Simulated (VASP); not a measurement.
# CdSe in VASP: notebook

The runs below take CdSe through single point, relaxation of cell and atoms, with PBE, revPBE+D3(BJ), revPBE+D4.

All numbers are computed with VASP 6.6.1; they aren't measurements. Logs are shortened: lines on timing, memory, paths and dates and some standing lists are left out, and cuts for length are marked.

## (1) The cell of the first run

It takes space group Fm-3m (No. 225, cubic). The conventional cell has a = 5.631 Å, b = 5.631 Å, c = 5.631 Å, α = 90.00°, β = 90.00°, γ = 90.00°. Within 3.7 Å of Cd (site symmetry m-3m) lie 6 Se at 2.82 Å. Within 3.7 Å of Se (site symmetry m-3m) lie 6 Cd at 2.82 Å.

## (2) Single point, PBE (volume scaled by 0.94)

Input file INCAR:

```
PREC = Accurate
ENCUT = 520
EDIFF = 1E-7
ISMEAR = -1
SIGMA = 0.05
LREAL = F
LASPH = T
NELM = 60
ALGO = Normal
ISIF = 2
LWAVE = F
LCHARG = F
GGA = PE
NBANDS = 16
```

Input file KPOINTS:

```
Automatic mesh
0
Gamma
  8 8 8
```

Input file POSCAR:

```
CdSe
1.0
    0.0000000000      2.8152893338      2.8152893338
    2.8152893338      0.0000000000      2.8152893338
    2.8152893338      2.8152893338      0.0000000000
Cd Se
1 1
Direct
    0.0000000000      0.0000000000      0.0000000000
    0.5000000000      0.5000000000      0.5000000000
```

Potentials or basis: VASP PAW PBE potentials, release 64 (Cd, Se).

Run with:

```sh
$ cat potpaw_PBE.64/Cd/POTCAR potpaw_PBE.64/Se/POTCAR > POTCAR
$ mpirun -np 1 vasp_std > vasp.out
```

OUTCAR:

```text
PREC = Accurate
   ENCUT = 520
   EDIFF = 1E-7
   ISMEAR = -1
   LREAL = F
   LASPH = T
   NELM = 60
   ISIF = 2
   GGA = PE

 ion  position               nearest neighbor table
   1  0.000  0.000  0.000-   2 2.82   2 2.82   2 2.82   2 2.82   2 2.82   2 2.82
   2  0.500  0.500  0.500-   1 2.82   1 2.82   1 2.82   1 2.82   1 2.82   1 2.82

  LATTYP: Found a face centered cubic cell.
 ALAT       =     5.6305786676

  Lattice vectors:

 A1 = (   0.0000000000,   2.8152893338,   2.8152893338)
 A2 = (   2.8152893338,   0.0000000000,   2.8152893338)
 A3 = (   2.8152893338,   2.8152893338,   0.0000000000)

Analysis of symmetry for initial positions (statically):
=====================================================================
 Subroutine PRICEL returns:
 Original cell was already a primitive cell.

 Routine SETGRP: Setting up the symmetry group for a
 face centered cubic supercell.

 Subroutine GETGRP returns: Found 48 space group operations
 (whereof 48 operations were pure point group operations)
 out of a pool of 48 trial point group operations.

The static configuration has the point symmetry O_h .

Analysis of symmetry for dynamics (positions and initial velocities):
=====================================================================
 Subroutine PRICEL returns:
 Original cell was already a primitive cell.

 Routine SETGRP: Setting up the symmetry group for a
 face centered cubic supercell.

 Subroutine GETGRP returns: Found 48 space group operations
 (whereof 48 operations were pure point group operations)
 out of a pool of 48 trial point group operations.

The dynamic configuration has the point symmetry O_h .

 Subroutine INISYM returns: Found 48 space group operations
 (whereof 48 operations are pure point group operations),
 and found     1 'primitive' translations

----------------------------------------------------------------------------------------

                                     Primitive cell

  volume of cell :      44.6271

  direct lattice vectors                    reciprocal lattice vectors
     0.000000000  2.815289334  2.815289334    -0.177601639  0.177601639  0.177601639
     2.815289334  0.000000000  2.815289334     0.177601639 -0.177601639  0.177601639
     2.815289334  2.815289334  0.000000000     0.177601639  0.177601639 -0.177601639

  length of vectors
     3.981420358  3.981420358  3.981420358     0.307615062  0.307615062  0.307615062

  position of ions in fractional coordinates (direct lattice)
     0.000000000  0.000000000  0.000000000
     0.500000000  0.500000000  0.500000000

  ion indices of the primitive-cell ions
   primitive index   ion index
                 1           1
                 2           2

----------------------------------------------------------------------------------------

 KPOINTS: Automatic mesh

Automatic generation of k-mesh.
 Grid dimensions read from file:
 generate k-points for:    8    8    8

 Generating k-lattice:

  Cartesian coordinates                     Fractional coordinates (reciprocal lattice)
    -0.022200205  0.022200205  0.022200205     0.125000000  0.000000000  0.000000000
     0.022200205 -0.022200205  0.022200205     0.000000000  0.125000000  0.000000000
     0.022200205  0.022200205 -0.022200205     0.000000000  0.000000000  0.125000000

  Length of vectors
     0.038451883  0.038451883  0.038451883

  Shift w.r.t. Gamma in fractional coordinates (k-lattice)
     0.000000000  0.000000000  0.000000000

 Subroutine IBZKPT returns following result:
 ===========================================

 Found     29 irreducible k-points:

 Following reciprocal coordinates:
            Coordinates               Weight
  0.000000  0.000000  0.000000      1.000000
  0.125000  0.000000  0.000000      8.000000
  0.250000  0.000000  0.000000      8.000000
  0.375000  0.000000  0.000000      8.000000
  0.500000  0.000000  0.000000      4.000000
  0.125000  0.125000  0.000000      6.000000
[... 16 lines left out ...]
  0.500000  0.250000  0.125000     48.000000
 -0.375000  0.250000  0.125000     24.000000
 [... further k-points ...]
   k-points           NKPTS =     29   k-points in BZ     NKDIM =     29   number of bands    NBANDS=     16
   number of dos      NEDOS =    301   number of ions     NIONS =      2
   total plane-waves  NPLWV =  27000
   dimension x,y,z NGX =    30 NGY =   30 NGZ =   30
   dimension x,y,z NGXF=    60 NGYF=   60 NGZF=   60
   ions per type =               1   1
   NGX,Y,Z   is equivalent  to a cutoff of  12.53, 12.53, 12.53 a.u.
   NGXF,Y,Z  is equivalent  to a cutoff of  25.05, 25.05, 25.05 a.u.
 SYSTEM =  unknown system
   PREC   = accura    normal or accurate (medium, high low for compatibility)
   ISTART =      0    job   : 0-new  1-cont  2-samecut
   ICHARG =      2    charge: 1-file 2-atom 10-const
   ISPIN  =      1    spin polarized calculation?
   LNONCOLLINEAR =      F non collinear calculations
   LSORBIT =      F    spin-orbit coupling
[... 26 lines left out ...]
  Thomas-Fermi vector in A             =   2.345148
   LORBIT       =      0    0 simple, 1 ext, 2 COOP (PROOUT), +10 PAW based schemes
   GGA     = PE    functional components
   LHFCALC =     F    Hartree Fock is set to
   AEXX    =    0.0000 exact exchange contribution
   IVDW    =     0    specifies the selected vdW correction
   LEPSILON=     F    determine dielectric tensor
   LRPA    =     F    only Hartree local field effects (RPA)
 non-spin polarized calculation
  energy-cutoff  :      520.00
  volume of cell :       44.63
 maximum number of plane-waves:      1243
 NGX is ok and might be reduce to    30
   NGX = 15   NGY = 15   NGZ = 15

 number of electron      17.9999992 magnetization

 Free energy of the ion-electron system (eV)
  ---------------------------------------------------
  ext. energy  EPLUGINS =         0.00000000
  ---------------------------------------------------
  free energy    TOTEN  =        -5.16948649 eV

  energy without entropy =       -5.16717296  energy(sigma->0) =       -5.16832973

 E-fermi :   2.9346     XC(G=0): -10.2984

 val. band max:        2.8196454709   @ k =  -0.2500   0.1250   0.0000
 cond. band min:       3.1591792009   @ k =   0.0000   0.0000   0.0000
 fundamental gap:      0.3395337300
 Fermi energy:         2.9346300358

 k-point     1 :       0.0000    0.0000    0.0000
  band No.  band energies     occupation
      1     -10.4458      2.00000
      2      -5.2230      2.00000
      3      -5.2230      2.00000
      4      -5.2051      2.00000
      5      -5.2051      2.00000
      6      -5.2051      2.00000
[... 8 lines left out ...]
     15      12.9196      0.00000
     16      12.9846      0.00000

 k-point     2 :       0.1250    0.0000    0.0000
  band No.  band energies     occupation
      1     -10.3201      2.00000
      2      -5.2618      2.00000
      3      -5.2618      2.00000
      4      -5.2173      2.00000
      5      -5.1832      2.00000
      6      -5.1832      2.00000
[... 8 lines left out ...]
     15      12.3618      0.00000
     16      12.6316      0.00000

 k-point     3 :       0.2500    0.0000    0.0000
  band No.  band energies     occupation
      1      -9.9844      2.00000
      2      -5.3574      2.00000
      3      -5.3574      2.00000
      4      -5.2621      2.00000
      5      -5.1252      2.00000
      6      -5.1252      2.00000
[... 8 lines left out ...]
     15      13.1590      0.00000
     16      13.1591      0.00000

 k-point     4 :       0.3750    0.0000    0.0000
  band No.  band energies     occupation
      1      -9.5848      2.00000
      2      -5.4498      2.00000
      3      -5.4498      2.00000
      4      -5.3496      2.00000
      5      -5.0660      2.00000
      6      -5.0660      2.00000
[... 8 lines left out ...]
     15      14.6231      0.00000
     16      14.6231      0.00000
[... 324 lines left out ...]
 k-point    22 :       0.3750    0.2500    0.1250
  band No.  band energies     occupation
      1      -9.7932      2.00000
      2      -5.3797      2.00000
      3      -5.2979      2.00000
      4      -5.2560      2.00000
      5      -5.1091      2.00000
      6      -5.0558      2.00000
[... 8 lines left out ...]
     15      15.5750      0.00000
     16      15.7420      0.00000

 k-point    23 :       0.5000    0.2500    0.1250
  band No.  band energies     occupation
      1      -9.5283      2.00000
      2      -5.3850      2.00000
      3      -5.3170      2.00000
      4      -5.2545      2.00000
      5      -5.0589      2.00000
      6      -4.9882      2.00000
[... 8 lines left out ...]
     15      15.7213      0.00000
     16      16.3716      0.00000

 k-point    24 :      -0.3750    0.2500    0.1250
  band No.  band energies     occupation
      1      -9.4108      2.00000
      2      -5.4182      2.00000
      3      -5.2831      2.00000
      4      -5.2512      2.00000
      5      -5.0294      2.00000
      6      -4.9570      2.00000
[... 8 lines left out ...]
     15      14.2630      0.00000
     16      17.0402      0.00000

 [... further k-points ...]

------------------------ aborting loop because EDIFF is reached ----------------------------------------

  FORCE on cell =-STRESS in cart. coord.  units (eV):
  Direction    XX          YY          ZZ          XY          YZ          ZX
  --------------------------------------------------------------------------------------
  -------------------------------------------------------------------------------------
  Total        1.2020436      1.2020436      1.2020436      0.0000000      0.0000000     -0.0000000
  in kB       43.1550567     43.1550567     43.1550567      0.0000000      0.0000000     -0.0000000
  external PRESSURE =      43.1550567 kB  Pullay stress =       0.0000000 kB

 VOLUME and BASIS-vectors are now :
 -----------------------------------------------------------------------------
  energy-cutoff  :      520.00
  volume of cell :       44.63
      direct lattice vectors                 reciprocal lattice vectors
     0.000000000  2.815289334  2.815289334    -0.177601639  0.177601639  0.177601639
     2.815289334  0.000000000  2.815289334     0.177601639 -0.177601639  0.177601639
     2.815289334  2.815289334  0.000000000     0.177601639  0.177601639 -0.177601639

 POSITION                                       TOTAL-FORCE (eV/Angst)
 -----------------------------------------------------------------------------------
      0.00000      0.00000      0.00000        -0.000000     -0.000000      0.000000
      2.81529      2.81529      2.81529         0.000000      0.000000     -0.000000
 -----------------------------------------------------------------------------------
    total drift:                               -0.000000      0.000000      0.000000

  FREE ENERGIE OF THE ION-ELECTRON SYSTEM (eV)
  ---------------------------------------------------
  free  energy   TOTEN  =        -5.1694864944 eV

  energy  without entropy=       -5.1671729590  energy(sigma->0) =       -5.16832973
```

Run time: 11 s. Hardware: 1 thread of Intel Xeon 6975P-C (Granite Rapids), shared host; peak memory 0.17 GiB.

What came out:

```yaml
Free_energy: -5.1695 eV
Pressure: 4.3 GPa
Band_gap_on_the_k_mesh: zero (band 9 reaches 2.82 eV, above the bottom of band 10 at 2.36 eV)
```

Caveat: the cell differs from its parent crystal (volume scaled by 0.94).

## (3) Single point, PBE (atoms moved at random)

Input file INCAR:

```
SYSTEM = CdSe
PREC     = Accurate       ! precision mode
ENCUT    = 520            ! plane-wave cutoff, eV
EDIFF    = 1E-7           ! SCF threshold, eV
ISMEAR   = -1             ! smearing method
SIGMA    = 0.05           ! smearing width, eV
LREAL    = .FALSE.        ! projectors in reciprocal space
LASPH    = .TRUE.         ! aspherical terms in the spheres
NELM     = 60             ! most SCF steps
ALGO     = Normal         ! electronic algorithm
ISIF     = 2              ! what is computed and relaxed
LWAVE    = .FALSE.        ! write WAVECAR
LCHARG   = .FALSE.        ! write CHGCAR
GGA      = PE             ! functional
NBANDS   = 16             ! bands
```

Input file KPOINTS:

```
Automatic mesh
0
G
  8 8 8
  0 0 0
```

Input file POSCAR:

```
CdSe
1.0
    0.0000000000      2.8739580000      2.8739580000
    2.8739580000      0.0000000000      2.8739580000
    2.8739580000      2.8739580000      0.0000000000
Cd Se
1 1
Direct
   -0.0135430000      0.0021770000      0.0121660000
    0.4927270000      0.5082720000      0.4844830000
```

Potentials or basis: VASP PAW PBE potentials, release 64 (Cd, Se).

Run with:

```sh
$ cat potpaw_PBE.64/Cd/POTCAR potpaw_PBE.64/Se/POTCAR > POTCAR
$ mpirun -np 1 vasp_std > vasp.out
```

Run time: 76 s. Hardware: 1 thread of Intel Xeon 6975P-C (Granite Rapids), shared host; peak memory 0.32 GiB.

It converged, with:

```yaml
Free_energy: -5.2009 eV
Pressure: 0.2 GPa
Largest_force: 0.103 eV/Å
Band_gap_on_the_k_mesh: zero (band 9 reaches 2.25 eV, above the bottom of band 10 at 1.83 eV)
```

Forces in eV/Å, atoms in the order of the input:
```
Cd  -0.068 -0.068  0.037
Se   0.068  0.068 -0.037
```

Stress tensor (GPa, compression positive):
```
 0.27 -0.03  0.02
-0.03  0.26  0.02
 0.02  0.02  0.07
```

Levels at points of the mesh, in eV from the Fermi level:
| k point | band 6 | band 7 | band 8 | band 9 | band 10 | band 11 | band 12 | band 13 |
| --- | --- | --- | --- | --- | --- | --- | --- | --- |
| (0.00, 0.00, 0.00) | -7.99 | -0.69 | -0.68 | -0.68 | 0.00 | 8.46 | 8.52 | 8.55 |
| (0.50, 0.00, 0.00) | -7.86 | -5.02 | -0.15 | -0.15 | 2.95 | 5.20 | 5.20 | 5.83 |
| (0.00, 0.50, 0.00) | -7.86 | -5.02 | -0.15 | -0.15 | 2.95 | 5.20 | 5.20 | 5.83 |
| (0.00, 0.00, 0.50) | -7.86 | -5.00 | -0.14 | -0.13 | 2.94 | 5.18 | 5.19 | 5.83 |
| (0.50, 0.50, 0.50) | -7.86 | -5.01 | -0.15 | -0.14 | 2.95 | 5.19 | 5.20 | 5.83 |
| (0.50, 0.50, 0.00) | -7.33 | -4.16 | -2.13 | -2.12 | -0.52 | 5.36 | 9.63 | 10.22 |
| (0.00, 0.50, 0.50) | -7.33 | -4.16 | -2.13 | -2.12 | -0.52 | 5.37 | 9.63 | 10.22 |
| (0.50, 0.00, 0.50) | -7.33 | -4.16 | -2.13 | -2.12 | -0.52 | 5.37 | 9.63 | 10.22 |

Caveat: the cell differs from its parent crystal (atoms moved at random).

## (4) Relaxation of cell and atoms, revPBE+D3(BJ)

This run uses another cell than the first one, of 23.74 Å³/atom, 1.064 times its volume.

Input file INCAR:

```
SYSTEM = CdSe
PREC = Accurate
ENCUT = 600
EDIFF = 1E-6
ISMEAR = -1
SIGMA = 0.05
LREAL = .FALSE.
LASPH = .TRUE.
NELM = 80
ALGO = Normal
ISIF = 3
LWAVE = .FALSE.
LCHARG = .FALSE.
GGA = RE
IVDW = 12
IBRION = 2
NSW = 60
EDIFFG = -0.01
```

Input file KPOINTS:

```
regular mesh
0
G
  8 8 8
  0 0 0
```

Input file POSCAR:

```
CdSe
1.0
    0.0000000000      2.8739580000      2.8739580000
    2.8739580000      0.0000000000      2.8739580000
    2.8739580000      2.8739580000      0.0000000000
Cd Se
1 1
Direct
    0.0000000000      0.0000000000      0.0000000000
    0.5000000000      0.5000000000      0.5000000000
```

Run with:

```sh
$ cat potpaw_PBE.64/Cd/POTCAR potpaw_PBE.64/Se/POTCAR > POTCAR
$ mpirun -np 1 vasp_std > vasp.out
```

It took 53 s on 1 thread of AMD EPYC 7R13, shared host; peak memory 0.18 GiB.

Results (log left out):

| Quantity | Value |
| --- | --- |
| Free energy | -6.1169 eV |
| Relaxed volume | 22.36 Å³/atom |
| Relaxed cell | a = 3.984 Å, b = 3.984 Å, c = 3.984 Å, α = 60.00°, β = 60.00°, γ = 60.00° |
| Space group after relaxing (to 0.05 Å) | Fm-3m (No. 225) |
| Energy gained by relaxing | 16.8 meV/atom |
| Ionic steps | 3 |
| Pressure after relaxing | 0.0 GPa |
| Band gap on the k mesh | zero (band 9 reaches 2.88 eV, above the bottom of band 10 at 2.50 eV) |
| Dispersion energy per atom | -0.798 eV |

The path:
```csv
step,energy change (eV),largest force (eV/Å),pressure (GPa),volume (Å³)
1,0.0000,0.0000,-3.65,47.48
2,-0.0297,0.0000,1.47,43.85
3,-0.0335,0.0000,0.01,44.71
```

Final structure:
```
Cd Se
1.0
     0.00000    2.81711    2.81711
     2.81711    0.00000    2.81711
     2.81711    2.81711    0.00000
Cd Se
1 1
Direct
  0.00000 0.00000 0.00000
  0.50000 0.50000 0.50000
```

Levels at points of the mesh, in eV from the Fermi level:
```tsv
k point	band 5	band 6	band 7	band 8	band 9	band 10	band 11	band 12	band 13
(0.00, 0.00, 0.00)	-8.14	-8.14	-0.80	-0.80	-0.80	0.31	8.60	8.60	8.60
(0.50, 0.00, 0.00)	-7.98	-7.98	-5.30	-0.14	-0.14	2.96	5.20	5.20	6.34
(0.50, 0.50, 0.00)	-7.92	-7.33	-4.54	-2.36	-2.36	-0.49	5.32	10.12	10.71
```

Caveat: the PAW data sets were made with another functional, which shifts forces and pressure a little; pairwise dispersion overbinds metals, which lowers pressure and volume.

## (5) Relaxation of cell and atoms, revPBE+D4

This run uses another cell than the first one, of 23.74 Å³/atom, 1.064 times its volume.

Input file INCAR:

```
PREC = Accurate
ENCUT = 600
EDIFF = 1E-6
ISMEAR = -1
SIGMA = 0.05
LREAL = False
LASPH = True
NELM = 100
ALGO = Normal
ISIF = 3
LWAVE = False
LCHARG = False
GGA = RE
IVDW = 13
IBRION = 2
NSW = 60
EDIFFG = -0.01
```

Input file KPOINTS:

```
Automatic mesh
0
Gamma
  8 8 8
```

POSCAR is that of step 4.

Run with:

```sh
$ cat potpaw_PBE.64/Cd/POTCAR potpaw_PBE.64/Se/POTCAR > POTCAR
$ mpirun -np 1 vasp_std > vasp.out
```

It took 64 s on 1 thread of AMD EPYC 7R13, shared host; peak memory 0.17 GiB.

Results (log left out):

| Property | Result |
| --- | --- |
| Free energy | -5.9518 eV |
| Relaxed volume | 22.58 Å³/atom |
| Relaxed cell | a = 3.997 Å, b = 3.997 Å, c = 3.997 Å, α = 60.00°, β = 60.00°, γ = 60.00° |
| Space group after relaxing (to 0.05 Å) | Fm-3m (No. 225) |
| Energy gained by relaxing | 11.6 meV/atom |
| Ionic steps | 3 |
| Pressure after relaxing | 0.0 GPa |
| Band gap on the k mesh | zero (band 9 reaches 2.78 eV, above the bottom of band 10 at 2.41 eV) |
| Dispersion energy per atom | -0.708 eV |

The path:
| step | energy change (eV) | largest force (eV/Å) | pressure (GPa) | volume (Å³) |
| --- | --- | --- | --- | --- |
| 1 | 0.0000 | 0.0000 | -3.04 | 47.48 |
| 2 | -0.0207 | 0.0000 | 1.15 | 44.44 |
| 3 | -0.0232 | 0.0000 | -0.02 | 45.15 |

Final structure:
```
CELL_PARAMETERS angstrom
0.00000 2.82634 2.82634
2.82634 0.00000 2.82634
2.82634 2.82634 0.00000
ATOMIC_POSITIONS crystal
Cd 0.00000 0.00000 0.00000
Se 0.50000 0.50000 0.50000
```

Levels at points of the mesh, in eV from the Fermi level:
| k point | band 7 | band 8 | band 9 | band 10 | band 11 | band 12 |
| --- | --- | --- | --- | --- | --- | --- |
| (0.00, 0.00, 0.00) | -0.78 | -0.78 | -0.78 | 0.27 | 8.59 | 8.59 |
| (0.50, 0.00, 0.00) | -5.25 | -0.14 | -0.14 | 2.97 | 5.20 | 5.20 |
| (0.50, 0.50, 0.00) | -4.47 | -2.32 | -2.32 | -0.49 | 5.34 | 10.05 |

Caveat: the PAW data sets were made with another functional, which shifts forces and pressure a little; pairwise dispersion overbinds metals, which lowers pressure and volume.

## (6) Summary

```csv
task,level,cell,cutoff (eV),gap on the mesh (eV),pressure (GPa),relaxed volume (Å³/atom)
single point,PBE,"a = 3.981 Å, angles 60.0°, 2 atoms",520,none,4.3,-
single point,PBE,"a = 4.064 Å, angles 60.0°, 2 atoms",520,none,0.2,-
relaxation of cell and atoms,revPBE+D3(BJ),"relaxed from a = 4.064 Å, angles 60.0°, 2 atoms",600,none,0.0,22.36
relaxation of cell and atoms,revPBE+D4,"relaxed from a = 4.064 Å, angles 60.0°, 2 atoms",600,none,0.0,22.58
```

Alike in all rows: potentials or basis VASP PAW PBE potentials, release 64 (Cd, Se); no spin polarisation; k mesh 8 × 8 × 8; smearing fermi-dirac 0.05 eV.

Caveats: the PAW data sets were made with another functional, which shifts forces and pressure a little (some runs); pairwise dispersion overbinds metals, which lowers pressure and volume (some runs).

Absolute energies hang on the potentials; compare differences alone.
